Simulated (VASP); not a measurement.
# Ta6F in VASP: further runs

The runs below take Ta6F through single point, with LDA.

All numbers are computed with VASP 6.6.1; they aren't measurements. Logs are shortened: lines on timing, memory, paths and dates and some standing lists are left out, and cuts for length are marked.

**1. The cell of the first run**

The cell holds a slab with vacuum, 7 atoms: a = 4.600 Å, b = 4.600 Å, c = 21.402 Å, α = 90.00°, β = 90.00°, γ = 120.00°.

**2. Single point, LDA, collinear spin, ferromagnetic start**

INCAR reads:

```
SYSTEM = Ta6F
PREC = Accurate
ENCUT = 520
EDIFF = 1E-6
ISMEAR = 0
SIGMA = 0.1
LREAL = .FALSE.
LASPH = .TRUE.
NELM = 150
ALGO = Normal
ISIF = 2
LWAVE = .FALSE.
LCHARG = .TRUE.
ISPIN = 2
MAGMOM = 0 0 0 0 0 0 1
LORBIT = 11
LMAXMIX = 4
LDIPOL = .TRUE.
IDIPOL = 3
DIPOL = 0.5 0.5 0.326
GGA = CA
LELF = .TRUE.
LVHAR = .TRUE.
LVACPOTAV = .TRUE.
NBANDS = 50
```

KPOINTS reads:

```
regular mesh
0
G
  6 6 1
  0 0 0
```

POSCAR reads:

```
Ta6F
1.0
    4.6002247516      0.0000000000      0.0000000000
   -2.3001123758      3.9839114980      0.0000000000
    0.0000000000      0.0000000000     21.4017722141
Ta F
6 1
Direct
    0.6666666667      0.3333333333      0.1869004099
    0.3333333333      0.6666666667      0.2307760729
    0.0000000000      0.0000000000      0.2746517360
    0.6666666667      0.3333333333      0.3157775353
    0.3333333333      0.6666666667      0.3543568624
    0.0000000000      0.0000000000      0.3925736677
    0.6666666667     -0.6666666667      0.5248057078
```

Potentials or basis: VASP PAW LDA potentials, release 64 (Ta_pv, F).

Run with:

```console
> cat potpaw_LDA.64/Ta_pv/POTCAR potpaw_LDA.64/F/POTCAR > POTCAR
> mpirun -np 1 vasp_std > vasp.out
```

OUTCAR:

```text
SYSTEM = Ta6F
   PREC = Accurate
   ENCUT = 520
   EDIFF = 1E-6
   ISMEAR = 0
   LREAL = .FALSE.
   LASPH = .TRUE.
   NELM = 150
   ISIF = 2
   ISPIN = 2
   LORBIT = 11
   GGA = CA

 ion  position               nearest neighbor table
   1  0.667  0.333  0.187-   4 2.76   2 2.82   2 2.82   2 2.82   3 3.25   3 3.25   3 3.25
   2  0.333  0.667  0.231-   5 2.64   1 2.82   1 2.82   3 2.82   1 2.82   3 2.82   3 2.82   4 3.22
                             4 3.22   4 3.22
   3  0.000  0.000  0.275-   6 2.52   4 2.80   4 2.80   4 2.80   2 2.82   2 2.82   2 2.82   5 3.16
                             5 3.16   5 3.16   1 3.25   1 3.25   1 3.25
   4  0.667  0.333  0.316-   1 2.76   5 2.78   5 2.78   5 2.78   3 2.80   3 2.80   3 2.80   6 3.12
                             6 3.12   6 3.12   2 3.22   2 3.22   2 3.22
   5  0.333  0.667  0.354-   2 2.64   6 2.78   6 2.78   6 2.78   4 2.78   4 2.78   4 2.78   3 3.16
                             3 3.16   3 3.16
   6  0.000  0.000  0.393-   3 2.52   5 2.78   5 2.78   5 2.78   4 3.12   4 3.12   4 3.12
   7  0.667  0.333  0.525-

  LATTYP: Found a hexagonal cell.
 ALAT       =     4.6002247516
 C/A-ratio  =     4.6523318685

  Lattice vectors:

 A1 = (   4.6002247516,   0.0000000000,   0.0000000000)
 A2 = (  -2.3001123758,   3.9839114980,   0.0000000000)
 A3 = (   0.0000000000,   0.0000000000,  21.4017722141)

Analysis of symmetry for initial positions (statically):
=====================================================================
 Subroutine PRICEL returns:
 Original cell was already a primitive cell.

 Routine SETGRP: Setting up the symmetry group for a
 hexagonal supercell.

 Subroutine GETGRP returns: Found  6 space group operations
 (whereof  6 operations were pure point group operations)
 out of a pool of 24 trial point group operations.

The static configuration has the point symmetry C_3v.

Analysis of symmetry for dynamics (positions and initial velocities):
=====================================================================
 Subroutine PRICEL returns:
 Original cell was already a primitive cell.

 Routine SETGRP: Setting up the symmetry group for a
 hexagonal supercell.

 Subroutine GETGRP returns: Found  6 space group operations
 (whereof  6 operations were pure point group operations)
 out of a pool of 24 trial point group operations.

The dynamic configuration has the point symmetry C_3v.

Analysis of structural, dynamic, and magnetic symmetry:
=====================================================================
 Subroutine PRICEL returns:
 Original cell was already a primitive cell.

 Routine SETGRP: Setting up the symmetry group for a
 hexagonal supercell.

 Subroutine GETGRP returns: Found  6 space group operations
 (whereof  6 operations were pure point group operations)
 out of a pool of 24 trial point group operations.

The overall configuration has the point symmetry C_3v.

 Subroutine INISYM returns: Found  6 space group operations
 (whereof  6 operations are pure point group operations),
 and found     1 'primitive' translations

----------------------------------------------------------------------------------------

                                     Primitive cell

  volume of cell :     392.2279

  direct lattice vectors                    reciprocal lattice vectors
     4.600224752  0.000000000  0.000000000     0.217380683  0.125504796  0.000000000
    -2.300112376  3.983911498  0.000000000     0.000000000  0.251009592  0.000000000
     0.000000000  0.000000000 21.401772214     0.000000000  0.000000000  0.046725102

  length of vectors
     4.600224752  4.600224752 21.401772214     0.251009592  0.251009592  0.046725102

  position of ions in fractional coordinates (direct lattice)
     0.666666667  0.333333333  0.186900410
     0.333333333  0.666666667  0.230776073
     0.000000000  0.000000000  0.274651736
     0.666666667  0.333333333  0.315777535
     0.333333333  0.666666667  0.354356862
     0.000000000  0.000000000  0.392573668
     0.666666667  0.333333333  0.524805708

  ion indices of the primitive-cell ions
   primitive index   ion index
[... 46 lines left out ...]
   dimension x,y,z NGX =    36 NGY =   36 NGZ =  160
   dimension x,y,z NGXF=    72 NGYF=   72 NGZF=  320
   ions per type =               6   1
   NGX,Y,Z   is equivalent  to a cutoff of  13.01, 13.01, 12.43 a.u.
   NGXF,Y,Z  is equivalent  to a cutoff of  26.02, 26.02, 24.86 a.u.
 SYSTEM =  Ta6F
   PREC   = accura    normal or accurate (medium, high low for compatibility)
   ISTART =      0    job   : 0-new  1-cont  2-samecut
   ICHARG =      2    charge: 1-file 2-atom 10-const
   ISPIN  =      2    spin polarized calculation?
   LNONCOLLINEAR =      F non collinear calculations
   LSORBIT =      F    spin-orbit coupling
   LASPH  =      T    aspherical Exc in radial PAW
   ENCUT  =  520.0 eV  38.22 Ry    6.18 a.u.   8.55  8.55 39.79*2*pi/ulx,y,z
   NELM   =    150;   NELMIN=  2; NELMDL= -5     # of ELM steps
   EDIFF  = 0.1E-05   stopping-criterion for ELM
   LREAL  =      F    real-space projection
   EDIFFG = 0.1E-04   stopping-criterion for IOM
   NSW    =      0    number of steps for IOM
   IBRION =     -1    ionic relax: 0-MD 1-quasi-New 2-CG
   NFREE  =      0    steps in history (QN), initial steepest desc. (CG)
   ISIF   =      2    stress and relaxation
   ISYM   =      2    0-nonsym 1-usesym 2-fastsym
   POTIM  = 0.5000    time-step for ionic-motion
   TEBEG  =    0.0;   TEEND  =   0.0 temperature during run
   PSTRESS=    0.0 pullay stress
   NELECT =      73.0000    total number of electrons
   NUPDOWN=      -1.0000    fix difference up-down
   EMIN   =  10.00;   EMAX   =-10.00  energy-range for DOS
   EFERMI =   0.00;   METHOD = LEGACY
   ISMEAR =     0;   SIGMA  =   0.10  broadening in eV -4-tet -1-fermi 0-gaus
   EFERMI_NEDOS =   21; number of points for ismear=-14 and -15
   IALGO  =     38    algorithm
   IMIX   =      4    mixing-type and parameters
     AMIX     =   0.40;   BMIX     =  1.00
     AMIX_MAG =   1.60;   BMIX_MAG =  1.00
  volume/ion in A,a.u.               =      56.03       378.13
  Fermi-wavevector in a.u.,A,eV,Ry     =   0.934694  1.766316 11.886778  0.873654
  Thomas-Fermi vector in A             =   2.061525
   LORBIT       =     11    0 simple, 1 ext, 2 COOP (PROOUT), +10 PAW based schemes
   GGA     = CA    functional components
   LHFCALC =     F    Hartree Fock is set to
   AEXX    =    0.0000 exact exchange contribution
   IVDW    =     0    specifies the selected vdW correction
   LEPSILON=     F    determine dielectric tensor
   LRPA    =     F    only Hartree local field effects (RPA)
 spin polarized calculation
 Gauss-broadening in eV      SIGMA  =   0.10
  energy-cutoff  :      520.00
  volume of cell :      392.23
 maximum number of plane-waves:     10669
 NGX is ok and might be reduce to    36
   NGX = 17   NGY = 17   NGZ = 79

 dipolmoment           0.000000      0.000000     -0.038811 electrons x Angstroem

 number of electron      72.9999997 magnetization       0.0014321

 dipolmoment           0.000000      0.000000      0.646014 electrons x Angstroem

 Free energy of the ion-electron system (eV)
  ---------------------------------------------------
  ext. energy  EPLUGINS =         0.00000000
  ---------------------------------------------------
  free energy    TOTEN  =       -71.81897952 eV

  energy without entropy =      -71.74560132  energy(sigma->0) =      -71.78229042

 E-fermi :  -3.1560     XC(G=0):  -4.9147

 val. band max:       -3.1759012739   @ k =   0.1667   0.1667   0.0000
 cond. band min:      -3.1354937749   @ k =   0.1667   0.1667   0.0000
 fundamental gap:      0.0404074990
 Fermi energy:        -3.1560227719

 spin component 1

 k-point     1 :       0.0000    0.0000    0.0000
  band No.  band energies     occupation
      1     -37.6861      1.00000
      2     -37.5549      1.00000
      3     -37.2970      1.00000
      4     -37.2970      1.00000
      5     -37.2607      1.00000
      6     -37.2607      1.00000
[... 346 lines left out ...]
     47      -0.4596      0.00000
     48      -0.2219      0.00000
 Fermi energy:        -3.1560227719

 spin component 2

 k-point     1 :       0.0000    0.0000    0.0000
  band No.  band energies     occupation
      1     -37.6861      1.00000
      2     -37.5548      1.00000
      3     -37.2969      1.00000
      4     -37.2969      1.00000
      5     -37.2607      1.00000
      6     -37.2607      1.00000
[... 346 lines left out ...]
     47      -0.4596      0.00000
     48      -0.2219      0.00000
 [bands above 48 left out]

------------------------ aborting loop because EDIFF is reached ----------------------------------------

  FORCE on cell =-STRESS in cart. coord.  units (eV):
  Direction    XX          YY          ZZ          XY          YZ          ZX
  --------------------------------------------------------------------------------------
  -------------------------------------------------------------------------------------
  Total       -5.6161115     -5.6161115     -5.9688196      0.0000000     -0.0000000     -0.0000000
  in kB      -22.9407616    -22.9407616    -24.3815080      0.0000000     -0.0000000     -0.0000000
  external PRESSURE =     -23.4210104 kB  Pullay stress =       0.0000000 kB

 VOLUME and BASIS-vectors are now :
 -----------------------------------------------------------------------------
  energy-cutoff  :      520.00
  volume of cell :      392.23
      direct lattice vectors                 reciprocal lattice vectors
     4.600224752  0.000000000  0.000000000     0.217380683  0.125504796  0.000000000
    -2.300112376  3.983911498  0.000000000     0.000000000  0.251009592  0.000000000
     0.000000000  0.000000000 21.401772214     0.000000000  0.000000000  0.046725102

 POSITION                                       TOTAL-FORCE (eV/Angst)
 -----------------------------------------------------------------------------------
      2.30011      1.32797      4.00000         0.000000     -0.000000      2.184786
     -0.00000      2.65594      4.93902        -0.000000     -0.000000     -0.445334
      0.00000      0.00000      5.87803         0.000000     -0.000000     -2.367293
      2.30011      1.32797      6.75820        -0.000000      0.000000      0.003840
     -0.00000      2.65594      7.58386        -0.000000     -0.000000      0.120903
      0.00000      0.00000      8.40177         0.000000     -0.000000      1.844230
      2.30011      1.32797     11.23177        -0.000000      0.000000     -1.341132
 -----------------------------------------------------------------------------------
    total drift:                               -0.000000      0.000000     -0.000342

  FREE ENERGIE OF THE ION-ELECTRON SYSTEM (eV)
  ---------------------------------------------------
  free  energy   TOTEN  =       -71.8189795185 eV

  energy  without entropy=      -71.7456013204  energy(sigma->0) =      -71.78229042

 vacuum level on the upper side and lower side of the slab         6.972         0.593

 total charge

# of ion       s       p       d       tot
------------------------------------------
    1        0.395   6.012   2.426   8.834
    2        0.401   6.112   2.554   9.068
    3        0.391   6.175   2.506   9.073
    4        0.381   6.181   2.452   9.013
    5        0.411   6.122   2.576   9.109
    6        0.405   6.034   2.468   8.907
    7        1.740   4.125   0.000   5.864
--------------------------------------------------
tot          4.124  40.761  14.983  59.868

 magnetization (x)

# of ion       s       p       d       tot
------------------------------------------
    1        0.000   0.000   0.000   0.000
    2        0.000   0.000   0.000   0.000
    3        0.000   0.000  -0.000  -0.000
    4        0.000   0.000   0.000   0.000
    5       -0.000  -0.000   0.000   0.000
    6        0.000  -0.000  -0.000  -0.000
    7        0.000   0.001   0.000   0.001
--------------------------------------------------
tot          0.000   0.001   0.000   0.002
```

It took 12 min on 1 thread of AMD EPYC 9R45 (Zen 5), shared host; peak memory 0.51 GiB.

Results:

| Item | Value |
| --- | --- |
| Free energy | -71.8190 eV |
| Largest force | 2.367 eV/Å |
| Net moment | 0.00 μB per cell |
| Valence electrons inside the program's atomic spheres | Ta 8.83, 9.07, 9.01, 9.11, 8.91; F 5.86 |

Forces on the atoms (eV/Å):
```
Ta   0.000  0.000  2.185
Ta   0.000  0.000 -0.445
Ta   0.000  0.000 -2.367
Ta   0.000  0.000  0.004
Ta   0.000  0.000  0.121
Ta   0.000  0.000  1.844
F    0.000  0.000 -1.341
```

Caveat: spin-orbit coupling is left out, which moves the levels of the heavy elements.

(Part 1 of 3 ends here.)
